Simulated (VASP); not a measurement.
A run of VASP 6.6.1:

Contents of INCAR:

```
PREC     = Accurate       # precision mode
ENCUT    = 520            # plane-wave cutoff, eV
EDIFF    = 1E-6           # SCF threshold, eV
ISMEAR   = 0              # smearing method
SIGMA    = 0.1            # smearing width, eV
LREAL    = F              # projectors in reciprocal space
LASPH    = T              # aspherical terms in the spheres
NELM     = 80             # most SCF steps
ALGO     = Fast           # electronic algorithm
ISIF     = 2              # what is computed and relaxed
LWAVE    = F              # write WAVECAR
LCHARG   = T              # write CHGCAR
GGA      = PS             # functional
LELF     = T              # ELF
LVHAR    = T            
NBANDS   = 17             # bands
```

KPOINTS

```
regular mesh
0
Gamma
  12 12 10
```

POSCAR

```
Sr
1.0
    2.9579193978      2.9579193978      0.0000000000
   -2.9579193978      2.9579193978      0.0000000000
    0.0000000000      0.0000000000      5.8566804076
Sr
2
Direct
    0.0000000000      0.0000000000      0.0000000000
    0.5000000000      0.5000000000      0.5000000000
```

Potentials or basis: VASP PAW PBE potentials, release 64 (Sr_sv).

Run with:

```bash
$ cat potpaw_PBE.64/Sr_sv/POTCAR > POTCAR
$ mpirun -np 1 vasp_std > vasp.out
```

Hardware: 1 thread of Oxide Virtual Turin-like Processor (shared host).

**Question.** How long does it take, and how much memory?

**Answer.** Run time: 3.3 min on 1 thread of Oxide Virtual Turin-like Processor, on a shared host, peak memory 0.36 GiB. Counts: scf iterations 13, k points 168.
